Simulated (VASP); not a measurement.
TaN:

```
CELL_PARAMETERS angstrom
0.00000 2.17900 2.17900
2.17900 0.00000 2.17900
2.17900 2.17900 0.00000
ATOMIC_POSITIONS crystal
Ta 0.50000 0.50000 0.50000
N 0.00000 0.00000 0.00000
```

Base run:

- Program: VASP 6.6.1
- Functional: PBE
- Potentials or basis: VASP PAW PBE potentials, release 64 (Ta_pv, N)
- Cutoff: 520 eV
- k mesh: 7 × 7 × 7
- Occupations: methfessel-paxton, width 0.1 eV
- Spin: no spin polarisation

Its results: band gap on the k mesh zero (band 8 reaches 11.25 eV, above the bottom of band 9 at 7.66 eV); pressure 15.4 GPa.

Q: The run is repeated on the same cell with these changes: k mesh from 7 × 7 × 7 to 4 × 4 × 4. What comes out?

A: Band gap on the k mesh zero (band 8 reaches 11.89 eV, above the bottom of band 9 at 7.71 eV); pressure 16.7 GPa.

Caveats: some runs use coarse meshes; spin-orbit coupling is left out, which moves the levels of the heavy elements.
